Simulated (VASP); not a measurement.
# In3Sb (Fm-3m) in VASP: a series of runs, part 2 of 2

VASP 6.6.1. The steps go on from the part before.

### Step 3. Single point, PBEsol

This run uses another cell than the first one, of 20.75 Å³/atom.

INCAR reads:

```
SYSTEM = In3Sb
PREC = Accurate ; ENCUT = 500
EDIFF = 1E-6 ; ISMEAR = 0
SIGMA = 0.01 ; LREAL = .False.
LASPH = .True. ; NELM = 120
ALGO = Normal ; ISIF = 2
LWAVE = .False. ; LCHARG = .False.
GGA = PS ; NBANDS = 30
GGA_COMPAT = .False.
```

KPOINTS reads:

```
regular mesh
0
Gamma
  5 5 5
  0 0 0
```

POSCAR reads:

```
In3Sb
1.0
    0.0000000000      3.4621125318      3.4621125318
    3.4621125318      0.0000000000      3.4621125318
    3.4621125318      3.4621125318      0.0000000000
Sb In
1 3
Direct
    0.0000000000      0.0000000000      0.0000000000
    0.5000000000      0.5000000000      0.5000000000
    0.2500000000      0.2500000000      0.2500000000
    0.7500000000      0.7500000000      0.7500000000
```

Potentials or basis: VASP PAW PBE potentials, release 64 (Sb, In_d).

Run with:

```
> cat potpaw_PBE.64/Sb/POTCAR potpaw_PBE.64/In_d/POTCAR > POTCAR
> mpirun -np 1 vasp_std > vasp.out
```

Run time: 17 s. Hardware: 1 thread of AMD EPYC 9R45 (Zen 5), shared host; peak memory 0.18 GiB.

Results (log left out):

* Free energy: -12.4861 eV
* Pressure: 20.1 GPa
* Band gap on the k mesh: zero (bands 22 and 23 overlap by 4.06 eV)

Levels at points of the mesh, in eV from the Fermi level:
| k point | band 19 | band 20 | band 21 | band 22 | band 23 | band 24 | band 25 | band 26 |
| --- | --- | --- | --- | --- | --- | --- | --- | --- |
| (0.00, 0.00, 0.00) | -2.07 | -2.07 | -1.86 | -0.68 | -0.68 | -0.68 | 0.72 | 0.72 |

Caveat: the cell stands under pressure; the PAW data sets were made with another functional, which shifts forces and pressure a little; spin-orbit coupling is left out, which moves the levels of the heavy elements.

### Step 4. Single point, PBEsol

This run uses another cell than the first one, of 22.59 Å³/atom.

INCAR reads:

```
SYSTEM = In3Sb
  ALGO = Normal
  EDIFF = 1E-6
  ENCUT = 500
  GGA = PS
  GGA_COMPAT = .False.
  ISIF = 2
  ISMEAR = 0
  LASPH = .True.
  LCHARG = .True.
  LELF = .True.
  LREAL = .False.
  LVHAR = .True.
  LWAVE = .False.
  NBANDS = 30
  NELM = 120
  PREC = Accurate
  SIGMA = 0.01
```

KPOINTS reads:

```
k-points
0
Gamma
  5 5 5
  0 0 0
```

POSCAR reads:

```
In3Sb
1.0
    0.0000000000      3.5616896197      3.5616896197
    3.5616896197      0.0000000000      3.5616896197
    3.5616896197      3.5616896197      0.0000000000
Sb In
1 3
Direct
    0.0000000000      0.0000000000      0.0000000000
    0.5000000000      0.5000000000      0.5000000000
    0.2500000000      0.2500000000      0.2500000000
    0.7500000000      0.7500000000      0.7500000000
```

Potentials or basis: VASP PAW PBE potentials, release 64 (Sb, In_d).

Run with:

```
> cat potpaw_PBE.64/Sb/POTCAR potpaw_PBE.64/In_d/POTCAR > POTCAR
> mpirun -np 1 vasp_std > vasp.out
```

OUTCAR:

```text
SYSTEM = In3Sb
   EDIFF = 1E-6
   ENCUT = 500
   GGA = PS
   ISIF = 2
   ISMEAR = 0
   LASPH = .True.
   LREAL = .False.
   NELM = 120
   PREC = Accurate

 ion  position               nearest neighbor table
   1  0.000  0.000  0.000-   4 3.08   4 3.08   4 3.08   3 3.08   3 3.08   3 3.08   4 3.08   3 3.08
                             2 3.56   2 3.56   2 3.56   2 3.56   2 3.56   2 3.56
   2  0.500  0.500  0.500-   3 3.08   3 3.08   3 3.08   4 3.08   4 3.08   4 3.08   4 3.08   3 3.08
                             1 3.56   1 3.56   1 3.56   1 3.56   1 3.56   1 3.56
   3  0.250  0.250  0.250-   1 3.08   1 3.08   1 3.08   2 3.08   2 3.08   2 3.08   2 3.08   1 3.08
                             4 3.56   4 3.56   4 3.56   4 3.56   4 3.56   4 3.56
   4  0.750  0.750  0.750-   2 3.08   2 3.08   2 3.08   1 3.08   1 3.08   1 3.08   2 3.08   1 3.08
                             3 3.56   3 3.56   3 3.56   3 3.56   3 3.56   3 3.56

  LATTYP: Found a face centered cubic cell.
 ALAT       =     7.1233792394

  Lattice vectors:

 A1 = (   0.0000000000,   3.5616896197,   3.5616896197)
 A2 = (   3.5616896197,   0.0000000000,   3.5616896197)
 A3 = (   3.5616896197,   3.5616896197,   0.0000000000)

Analysis of symmetry for initial positions (statically):
[... 163 lines left out ...]
 E-fermi :   9.5985     XC(G=0): -11.1206

 val. band max:        9.4384861556   @ k =  -0.2000   0.2000   0.0000
 cond. band min:       9.6052938549   @ k =  -0.4000   0.2000   0.0000
 fundamental gap:      0.1668076993
 Fermi energy:         9.5984531514

 k-point     1 :       0.0000    0.0000    0.0000
  band No.  band energies     occupation
      1      -5.3159      2.00000
      2      -5.3159      2.00000
      3      -5.2297      2.00000
      4      -5.2297      2.00000
      5      -5.2297      2.00000
      6      -5.1588      2.00000
[... 319 lines left out ...]
     29      16.1455      0.00000
     30      16.8762      0.00000

------------------------ aborting loop because EDIFF is reached ----------------------------------------

  FORCE on cell =-STRESS in cart. coord.  units (eV):
  Direction    XX          YY          ZZ          XY          YZ          ZX
  --------------------------------------------------------------------------------------
  -------------------------------------------------------------------------------------
  Total        5.6604391      5.6604391      5.6604391      0.0000000      0.0000000     -0.0000000
  in kB      100.3604256    100.3604256    100.3604256      0.0000000      0.0000000     -0.0000000
  external PRESSURE =     100.3604256 kB  Pullay stress =       0.0000000 kB

 VOLUME and BASIS-vectors are now :
 -----------------------------------------------------------------------------
  energy-cutoff  :      500.00
  volume of cell :       90.36
      direct lattice vectors                 reciprocal lattice vectors
     0.000000000  3.561689620  3.561689620    -0.140382811  0.140382811  0.140382811
     3.561689620  0.000000000  3.561689620     0.140382811 -0.140382811  0.140382811
     3.561689620  3.561689620  0.000000000     0.140382811  0.140382811 -0.140382811

 POSITION                                       TOTAL-FORCE (eV/Angst)
 -----------------------------------------------------------------------------------
      0.00000      0.00000      0.00000         0.000000     -0.000000      0.000000
      3.56169      3.56169      3.56169         0.000000     -0.000000      0.000000
      1.78084      1.78084      1.78084         0.000000      0.000000      0.000000
      5.34253      5.34253      5.34253        -0.000000     -0.000000     -0.000000
 -----------------------------------------------------------------------------------
    total drift:                               -0.000000     -0.000000      0.000000

  FREE ENERGIE OF THE ION-ELECTRON SYSTEM (eV)
  ---------------------------------------------------
  free  energy   TOTEN  =       -13.1659792903 eV

  energy  without entropy=      -13.1653008725  energy(sigma->0) =      -13.16564008
```

OSZICAR:

```text
N       E                     dE             d eps       ncg     rms          rms(c)
DAV:   1     0.398001162127E+03    0.39800E+03   -0.20020E+04   600   0.190E+03
DAV:   2     0.256869313330E+02   -0.37231E+03   -0.36472E+03   618   0.447E+02
DAV:   3    -0.118242147972E+02   -0.37511E+02   -0.36894E+02   688   0.163E+02
DAV:   4    -0.132648434917E+02   -0.14406E+01   -0.14381E+01   696   0.341E+01
DAV:   5    -0.133415748805E+02   -0.76731E-01   -0.76724E-01   916   0.646E+00    0.613E+00
DAV:   6    -0.131981420592E+02    0.14343E+00   -0.28984E-01   802   0.792E+00    0.293E+00
DAV:   7    -0.131692951267E+02    0.28847E-01   -0.82077E-02   842   0.355E+00    0.638E-01
DAV:   8    -0.131660773539E+02    0.32178E-02   -0.87492E-03   816   0.113E+00    0.153E-01
DAV:   9    -0.131659718424E+02    0.10551E-03   -0.68675E-04   826   0.378E-01    0.378E-02
DAV:  10    -0.131659782440E+02   -0.64016E-05   -0.76102E-05   862   0.119E-01    0.154E-02
DAV:  11    -0.131659797354E+02   -0.14913E-05   -0.56352E-06   680   0.275E-02    0.585E-03
DAV:  12    -0.131659792903E+02    0.44511E-06   -0.49713E-07   384   0.753E-03
   1 F= -.13165979E+02 E0= -.13165640E+02  d E =-.678418E-03
```

Run time: 22 s. Hardware: 1 thread of AMD EPYC 9R45 (Zen 5), shared host; peak memory 0.21 GiB.

What came out:

```
Free energy            : -13.1660 eV
Pressure               : 10.0 GPa
Band gap on the k mesh : zero (bands 22 and 23 overlap by 3.66 eV)
```

Levels at points of the mesh, in eV from the Fermi level:
```
           k point  band 19  band 20  band 21  band 22  band 23  band 24  band 25  band 26
(0.00, 0.00, 0.00)    -1.99    -1.99    -1.99    -0.58    -0.58    -0.58     0.70     0.70
```

Caveat: the cell stands under pressure; the PAW data sets were made with another functional, which shifts forces and pressure a little; spin-orbit coupling is left out, which moves the levels of the heavy elements.

### Step 5. Single point, PBEsol

This run uses another cell than the first one, of 25.92 Å³/atom.

INCAR reads:

```
SYSTEM = In3Sb
ALGO = Normal ; EDIFF = 1E-6
ENCUT = 500 ; GGA = PS
GGA_COMPAT = .FALSE. ; ISIF = 2
ISMEAR = 0 ; LASPH = .TRUE.
LCHARG = .FALSE. ; LREAL = .FALSE.
LWAVE = .FALSE. ; NBANDS = 30
NELM = 120 ; PREC = Accurate
SIGMA = 0.01
```

KPOINTS reads:

```
k-points
0
G
  5 5 5
  0 0 0
```

POSCAR reads:

```
In3Sb
1.0
    0.0000000000      3.7286613877      3.7286613877
    3.7286613877      0.0000000000      3.7286613877
    3.7286613877      3.7286613877      0.0000000000
Sb In
1 3
Direct
    0.0000000000      0.0000000000      0.0000000000
    0.5000000000      0.5000000000      0.5000000000
    0.2500000000      0.2500000000      0.2500000000
    0.7500000000      0.7500000000      0.7500000000
```

Run with:

```
> cat potpaw_PBE.64/Sb/POTCAR potpaw_PBE.64/In_d/POTCAR > POTCAR
> mpirun -np 1 vasp_std > vasp.out
```

Wall time 21 s (1 thread of AMD EPYC 9R45 (Zen 5), shared host); peak memory 0.21 GiB.

It converged, with:

- Free energy: -13.5330 eV
- Pressure: -0.1 GPa
- Band gap on the k mesh: zero (bands 22 and 23 overlap by 2.77 eV)

Levels at points of the mesh, in eV from the Fermi level:
```
           k point  band 19  band 20  band 21  band 22  band 23  band 24  band 25  band 26
(0.00, 0.00, 0.00)    -1.88    -1.88    -1.88    -0.44    -0.44    -0.44     0.06     0.66
```

Caveat: the PAW data sets were made with another functional, which shifts forces and pressure a little; spin-orbit coupling is left out, which moves the levels of the heavy elements.

### Step 6. The runs side by side

| cell | gap on the mesh (eV) | pressure (GPa) |
| --- | --- | --- |
| a = 4.790 Å, angles 60.0°, 4 atoms | none | 30.2 |
| a = 4.896 Å, angles 60.0°, 4 atoms | none | 20.1 |
| a = 5.037 Å, angles 60.0°, 4 atoms | none | 10.0 |
| a = 5.273 Å, angles 60.0°, 4 atoms | none | -0.1 |

Alike in all rows: task single point; level PBEsol; potentials or basis VASP PAW PBE potentials, release 64 (Sb, In_d); no spin polarisation; k mesh 5 × 5 × 5; cutoff (eV) 500; smearing gaussian 0.01 eV.

Caveats: the PAW data sets were made with another functional, which shifts forces and pressure a little; spin-orbit coupling is left out, which moves the levels of the heavy elements; the cell stands under pressure (at least some runs).

Absolute energies hang on the potentials; compare differences alone.
